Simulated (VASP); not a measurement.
Set up this calculation in VASP 6.6.1, as the native input.

```
Task                   : relaxation of cell and atoms
Functional             : PBEsol
Potentials or basis    : VASP PAW PBE potentials, release 64 (Ti_sv, Se)
Cutoff                 : 600 eV
k mesh                 : 6 × 6 × 4, shifted
Occupations            : methfessel-paxton, width 0.3 eV
Spin                   : no spin polarisation
Dipole correction      : no
Further INCAR settings : ALGO = Normal; EDIFF = 1e-06; IBRION = 2; EDIFFG = -0.05; NSW = 80; ISIF = 3
```

The structure of TiSe lies in POSCAR:

```
TiSe
1.0
    4.1783570000      0.0000000000      0.0000000000
    0.0000000000      4.1783570000      0.0000000000
    0.0000000000      0.0000000000      5.9844230000
Ti Se
2 2
Direct
    0.5000000000      0.5000000000      0.0000000000
    0.0000000000      0.0000000000      0.0000000000
    0.5000000000      0.0000000000      0.2394440000
    0.0000000000      0.5000000000      0.7605560000
```

The input as run:

INCAR

```
SYSTEM = TiSe
PREC = Accurate ; ENCUT = 600
EDIFF = 1E-6 ; ISMEAR = 1
SIGMA = 0.3 ; LREAL = .False.
LASPH = .True. ; NELM = 80
ALGO = Normal ; ISIF = 3
LWAVE = .False. ; LCHARG = .False.
GGA = PS ; IBRION = 2
NSW = 80 ; EDIFFG = -0.05
```

KPOINTS

```
Automatic mesh
0
Gamma
  6 6 4
  0.5 0.5 0.5
```

Potentials or basis: VASP PAW PBE potentials, release 64 (Ti_sv, Se).

The run is started by

```sh
$ cat potpaw_PBE.64/Ti_sv/POTCAR potpaw_PBE.64/Se/POTCAR > POTCAR
$ mpirun -np 1 vasp_std > vasp.out
```

It gave:

```yaml
Relaxed_volume: 22.23 Å³/atom
Relaxed_cell: a = 4.129 Å, b = 4.129 Å, c = 5.215 Å, α = 90.00°, β = 90.00°, γ = 90.00°
Space_group_after_relaxing_to_0.1_Å: P4/nmm (No. 129)
Energy_gained_by_relaxing: 17.2 meV/atom
Ionic_steps: 17
Pressure_after_relaxing: 0.1 GPa
Largest_force_after_relaxing: 0.042 eV/Å
Band_gap_on_the_k_mesh: zero (bands 18 and 19 overlap by 0.83 eV)
```

Caveat: so wide a smearing shifts energies and pressures; the PAW data sets were made with another functional, which shifts forces and pressure a little; the relaxation stopped at a loose force limit of 0.05 eV/Å, so its end isn't a converged minimum.

Run time: 9.1 min on 1 thread of Intel Xeon 8259CL, on a shared host, peak memory 0.27 GiB.
